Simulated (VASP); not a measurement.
# WS2 (P6_3/mmc) in VASP: notebook

WS2 is run at these levels: PBEsol+D3(BJ); tasks: single point.

All numbers are computed with VASP 6.6.1; they aren't measurements. Logs are shortened: lines on timing, memory, paths and dates and some standing lists are left out, and cuts for length are marked.

### Step 1. The cell of the first run

It takes space group P6_3/mmc (No. 194, hexagonal). Conventional cell: a = 3.208 Å, b = 3.208 Å, c = 11.772 Å, α = 90.00°, β = 90.00°, γ = 120.00°. Within 3.2 Å of W (site symmetry -6m2) lie 6 S at 2.43 Å. Within 3.2 Å of S (site symmetry 3m) lie 3 W at 2.43 Å and 1 S at 3.14 Å.

### Step 2. Single point, PBEsol+D3(BJ) (strain +0.0300 x Voigt [1, 1, 0, 0, 0, 0])

INCAR reads:

```
SYSTEM = WS2
PREC = Accurate
ENCUT = 520
EDIFF = 1E-6
ISMEAR = 0
SIGMA = 0.05
LREAL = .FALSE.
LASPH = .TRUE.
NELM = 60
ALGO = Normal
ISIF = 2
LWAVE = .FALSE.
LCHARG = .FALSE.
GGA = PS
IVDW = 12
NBANDS = 35
```

KPOINTS reads:

```
regular mesh
0
G
  12 12 4
  0 0 0
```

POSCAR reads:

```
WS2
1.0
    3.2081692190      0.0000000000      0.0000000000
   -1.6040846095      2.7783560433      0.0000000000
    0.0000000000      0.0000000000     11.7722466704
W S
2 4
Direct
    0.3333333333      0.6666666667      0.2500000000
    0.6666666667      0.3333333333      0.7500000000
    0.3333333333      0.6666666667      0.6164531912
    0.6666666667      0.3333333333      0.1164531912
    0.3333333333      0.6666666667      0.8835468088
    0.6666666667      0.3333333333      0.3835468088
```

Potentials or basis: VASP PAW PBE potentials, release 64 (W_sv, S).

Launch:

```bash
> cat potpaw_PBE.64/W_sv/POTCAR potpaw_PBE.64/S/POTCAR > POTCAR
> mpirun -np 1 vasp_std > vasp.out
```

OUTCAR:

```text
SYSTEM = WS2
   PREC = Accurate
   ENCUT = 520
   EDIFF = 1E-6
   ISMEAR = 0
   LREAL = .FALSE.
   LASPH = .TRUE.
   NELM = 60
   ISIF = 2
   GGA = PS
   IVDW = 12
 IVDW          = 12

 ion  position               nearest neighbor table
   1  0.333  0.667  0.250-   4 2.43   6 2.43   4 2.43   6 2.43   4 2.43   6 2.43
   2  0.667  0.333  0.750-   3 2.43   5 2.43   3 2.43   5 2.43   3 2.43   5 2.43
   3  0.333  0.667  0.616-   2 2.43   2 2.43   2 2.43
   4  0.667  0.333  0.116-   1 2.43   1 2.43   1 2.43
   5  0.333  0.667  0.884-   2 2.43   2 2.43   2 2.43
   6  0.667  0.333  0.384-   1 2.43   1 2.43   1 2.43

  LATTYP: Found a hexagonal cell.
 ALAT       =     3.2081692190
 C/A-ratio  =     3.6694593916

  Lattice vectors:

 A1 = (   3.2081692190,   0.0000000000,   0.0000000000)
 A2 = (  -1.6040846095,   2.7783560433,   0.0000000000)
 A3 = (   0.0000000000,   0.0000000000,  11.7722466704)

Analysis of symmetry for initial positions (statically):
=====================================================================
 Subroutine PRICEL returns:
 Original cell was already a primitive cell.

 Routine SETGRP: Setting up the symmetry group for a
 hexagonal supercell.

 Subroutine GETGRP returns: Found 24 space group operations
 (whereof 12 operations were pure point group operations)
 out of a pool of 24 trial point group operations.

The static configuration has the point symmetry D_3d.
 The point group associated with its full space group is D_6h.

Analysis of symmetry for dynamics (positions and initial velocities):
=====================================================================
 Subroutine PRICEL returns:
 Original cell was already a primitive cell.

 Routine SETGRP: Setting up the symmetry group for a
 hexagonal supercell.

 Subroutine GETGRP returns: Found 24 space group operations
 (whereof 12 operations were pure point group operations)
 out of a pool of 24 trial point group operations.

The dynamic configuration has the point symmetry D_3d.
 The point group associated with its full space group is D_6h.

 Subroutine INISYM returns: Found 24 space group operations
 (whereof 12 operations are pure point group operations),
 and found     1 'primitive' translations

----------------------------------------------------------------------------------------

                                     Primitive cell

  volume of cell :     104.9312

  direct lattice vectors                    reciprocal lattice vectors
     3.208169219  0.000000000  0.000000000     0.311704256  0.179962536  0.000000000
    -1.604084610  2.778356043  0.000000000     0.000000000  0.359925072  0.000000000
     0.000000000  0.000000000 11.772246670     0.000000000  0.000000000  0.084945553

  length of vectors
     3.208169219  3.208169219 11.772246670     0.359925072  0.359925072  0.084945553

  position of ions in fractional coordinates (direct lattice)
     0.333333333  0.666666667  0.250000000
     0.666666667  0.333333333  0.750000000
     0.333333333  0.666666667  0.616453191
     0.666666667  0.333333333  0.116453191
     0.333333333  0.666666667  0.883546809
     0.666666667  0.333333333  0.383546809

  ion indices of the primitive-cell ions
   primitive index   ion index
                 1           1
                 2           2
                 3           3
                 4           4
                 5           5
                 6           6

----------------------------------------------------------------------------------------

 KPOINTS: regular mesh

Automatic generation of k-mesh.
 Grid dimensions read from file:
 generate k-points for:   12   12    4

 Generating k-lattice:

  Cartesian coordinates                     Fractional coordinates (reciprocal lattice)
     0.025975355  0.014996878  0.000000000     0.083333333  0.000000000  0.000000000
     0.000000000  0.029993756  0.000000000     0.000000000  0.083333333  0.000000000
     0.000000000  0.000000000  0.021236388     0.000000000  0.000000000  0.250000000

  Length of vectors
     0.029993756  0.029993756  0.021236388

  Shift w.r.t. Gamma in fractional coordinates (k-lattice)
     0.000000000  0.000000000  0.000000000

 Subroutine IBZKPT returns following result:
 ===========================================

 Found     57 irreducible k-points:

 Following reciprocal coordinates:
            Coordinates               Weight
  0.000000  0.000000  0.000000      1.000000
  0.083333  0.000000  0.000000      6.000000
  0.166667  0.000000  0.000000      6.000000
  0.250000 -0.000000  0.000000      6.000000
  0.333333 -0.000000  0.000000      6.000000
  0.416667  0.000000  0.000000      6.000000
[... 16 lines left out ...]
  0.250000 -0.000000  0.250000     12.000000
  0.333333 -0.000000  0.250000     12.000000
 [... further k-points ...]
   k-points           NKPTS =     57   k-points in BZ     NKDIM =     57   number of bands    NBANDS=     35
   number of dos      NEDOS =    301   number of ions     NIONS =      6
   total plane-waves  NPLWV =  51840
   dimension x,y,z NGX =    24 NGY =   24 NGZ =   90
   dimension x,y,z NGXF=    48 NGYF=   48 NGZF=  180
   ions per type =               2   4
   NGX,Y,Z   is equivalent  to a cutoff of  12.44, 12.44, 12.71 a.u.
   NGXF,Y,Z  is equivalent  to a cutoff of  24.87, 24.87, 25.42 a.u.
 SYSTEM =  WS2
   PREC   = accura    normal or accurate (medium, high low for compatibility)
   ISTART =      0    job   : 0-new  1-cont  2-samecut
   ICHARG =      2    charge: 1-file 2-atom 10-const
   ISPIN  =      1    spin polarized calculation?
   LNONCOLLINEAR =      F non collinear calculations
   LSORBIT =      F    spin-orbit coupling
   LASPH  =      T    aspherical Exc in radial PAW
   ENCUT  =  520.0 eV  38.22 Ry    6.18 a.u.   5.97  5.97 21.89*2*pi/ulx,y,z
   NELM   =     60;   NELMIN=  2; NELMDL= -5     # of ELM steps
   EDIFF  = 0.1E-05   stopping-criterion for ELM
   LREAL  =      F    real-space projection
   EDIFFG = 0.1E-04   stopping-criterion for IOM
   NSW    =      0    number of steps for IOM
   IBRION =     -1    ionic relax: 0-MD 1-quasi-New 2-CG
   NFREE  =      0    steps in history (QN), initial steepest desc. (CG)
   ISIF   =      2    stress and relaxation
   ISYM   =      2    0-nonsym 1-usesym 2-fastsym
   POTIM  = 0.5000    time-step for ionic-motion
   TEBEG  =    0.0;   TEEND  =   0.0 temperature during run
   PSTRESS=    0.0 pullay stress
   NELECT =      52.0000    total number of electrons
   NUPDOWN=      -1.0000    fix difference up-down
   EMIN   =  10.00;   EMAX   =-10.00  energy-range for DOS
   EFERMI =   0.00;   METHOD = LEGACY
   ISMEAR =     0;   SIGMA  =   0.05  broadening in eV -4-tet -1-fermi 0-gaus
   EFERMI_NEDOS =   21; number of points for ismear=-14 and -15
   IALGO  =     38    algorithm
   IMIX   =      4    mixing-type and parameters
     AMIX     =   0.40;   BMIX     =  1.00
     AMIX_MAG =   1.60;   BMIX_MAG =  1.00
  volume/ion in A,a.u.               =      17.49       118.02
  Fermi-wavevector in a.u.,A,eV,Ry     =   1.295511  2.448161 22.835321  1.678349
  Thomas-Fermi vector in A             =   2.427026
   LORBIT       =      0    0 simple, 1 ext, 2 COOP (PROOUT), +10 PAW based schemes
   GGA     = PS    functional components
   LHFCALC =     F    Hartree Fock is set to
   AEXX    =    0.0000 exact exchange contribution
   IVDW    =    12    specifies the selected vdW correction
   LEPSILON=     F    determine dielectric tensor
   LRPA    =     F    only Hartree local field effects (RPA)
 non-spin polarized calculation
 Gauss-broadening in eV      SIGMA  =   0.05
  energy-cutoff  :      520.00
  volume of cell :      104.93
 maximum number of plane-waves:      2874
 NGX is ok and might be reduce to    24
   NGX = 11   NGY = 11   NGZ = 43

 number of electron      52.0000014 magnetization

 Free energy of the ion-electron system (eV)
  ---------------------------------------------------
  ext. energy  EPLUGINS =         0.00000000
  ---------------------------------------------------
  free energy    TOTEN  =       -50.38419353 eV

  energy without entropy =      -50.38419353  energy(sigma->0) =      -50.38419353

 E-fermi :   8.1034     XC(G=0): -11.2916

 val. band max:        7.7769938063   @ k =   0.0000   0.0000   0.0000
 cond. band min:       8.4857771288   @ k =   0.1667   0.1667   0.0000
 fundamental gap:      0.7087833225
 Fermi energy:         8.1033921262

 k-point     1 :       0.0000    0.0000    0.0000
  band No.  band energies     occupation
      1     -67.0604      2.00000
      2     -67.0604      2.00000
      3     -31.2776      2.00000
      4     -31.2775      2.00000
      5     -31.1496      2.00000
      6     -31.1496      2.00000
[... 27 lines left out ...]
     34      10.0629      0.00000
     35      12.0140      0.00000

 k-point     2 :       0.0833    0.0000    0.0000
  band No.  band energies     occupation
      1     -67.0594      2.00000
      2     -67.0594      2.00000
      3     -31.2739      2.00000
      4     -31.2738      2.00000
      5     -31.1705      2.00000
      6     -31.1705      2.00000
[... 27 lines left out ...]
     34       9.9831      0.00000
     35      12.5470      0.00000

 k-point     3 :       0.1667    0.0000    0.0000
  band No.  band energies     occupation
      1     -67.0567      2.00000
      2     -67.0566      2.00000
      3     -31.2637      2.00000
      4     -31.2636      2.00000
      5     -31.2273      2.00000
      6     -31.2273      2.00000
[... 27 lines left out ...]
     34      10.5256      0.00000
     35      13.6417      0.00000
[... 723 lines left out ...]
 k-point    23 :       0.2500   -0.0000    0.2500
  band No.  band energies     occupation
      1     -67.0530      2.00000
      2     -67.0529      2.00000
      3     -31.3039      2.00000
      4     -31.3039      2.00000
      5     -31.2498      2.00000
      6     -31.2497      2.00000
[... 27 lines left out ...]
     34      11.0673      0.00000
     35      14.0000      0.00000

 k-point    24 :       0.3333   -0.0000    0.2500
  band No.  band energies     occupation
      1     -67.0493      2.00000
      2     -67.0492      2.00000
      3     -31.3795      2.00000
      4     -31.3795      2.00000
      5     -31.2358      2.00000
      6     -31.2358      2.00000
[... 27 lines left out ...]
     34      11.4934      0.00000
     35      13.0555      0.00000

 [... further k-points ...]

------------------------ aborting loop because EDIFF is reached ----------------------------------------

 Edisp (eV)   -2.35241

 E8    (eV) :    -1.5266

  FORCE on cell =-STRESS in cart. coord.  units (eV):
  Direction    XX          YY          ZZ          XY          YZ          ZX
  --------------------------------------------------------------------------------------
  -------------------------------------------------------------------------------------
  Total      -7.08034    -7.08034    -4.00615    -0.00000     0.00000     0.00000
  in kB    -108.10859  -108.10859   -61.16923    -0.00000     0.00000     0.00000
  external pressure =      -92.46 kB  Pullay stress =        0.00 kB

 VOLUME and BASIS-vectors are now :
 -----------------------------------------------------------------------------
  energy-cutoff  :      520.00
  volume of cell :      104.93
      direct lattice vectors                 reciprocal lattice vectors
     3.208169219  0.000000000  0.000000000     0.311704256  0.179962536  0.000000000
    -1.604084610  2.778356043  0.000000000     0.000000000  0.359925072  0.000000000
     0.000000000  0.000000000 11.772246670     0.000000000  0.000000000  0.084945553

 POSITION                                       TOTAL-FORCE (eV/Angst)
 -----------------------------------------------------------------------------------
     -0.00000      1.85224      2.94306        -0.000000      0.000000      0.000000
      1.60408      0.92612      8.82919         0.000000     -0.000000      0.000000
     -0.00000      1.85224      7.25704         0.000000      0.000000      0.632498
      1.60408      0.92612      1.37092        -0.000000     -0.000000      0.632498
     -0.00000      1.85224     10.40133         0.000000     -0.000000     -0.632498
      1.60408      0.92612      4.51521         0.000000     -0.000000     -0.632498
 -----------------------------------------------------------------------------------
    total drift:                               -0.000000      0.000000     -0.000000

  FREE ENERGIE OF THE ION-ELECTRON SYSTEM (eV)
  ---------------------------------------------------
  free  energy   TOTEN  =       -52.7366080545 eV

  energy  without entropy=      -52.7366080545  energy(sigma->0) =      -52.73660805
```

Wall time 1.7 min (1 thread of Intel Xeon Platinum 8488C (Sapphire Rapids), shared host); peak memory 0.33 GiB.

Results:

| Property | Result |
| --- | --- |
| Free energy | -52.7366 eV |
| Pressure | -9.2 GPa |
| Largest force | 0.632 eV/Å |
| Band gap on the k mesh | 0.71 eV, indirect (least direct gap 1.61 eV) |
| Dispersion energy per atom | -0.392 eV |

Forces in eV/Å, atoms in the order of the input:
```
W    0.000  0.000  0.000
W    0.000  0.000  0.000
S    0.000  0.000  0.632
S    0.000  0.000  0.632
S    0.000  0.000 -0.632
S    0.000  0.000 -0.632
```

Stress tensor (GPa, compression positive):
```
-10.81   0.00   0.00
  0.00 -10.81   0.00
  0.00   0.00  -6.12
```

Caveat: the cell differs from its parent crystal (strain +0.0300 x Voigt [1, 1, 0, 0, 0, 0]); the PAW data sets were made with another functional, which shifts forces and pressure a little; spin-orbit coupling is left out, which moves the levels of the heavy elements. A k mesh can miss the band edges.

[end of part 1 of 2]
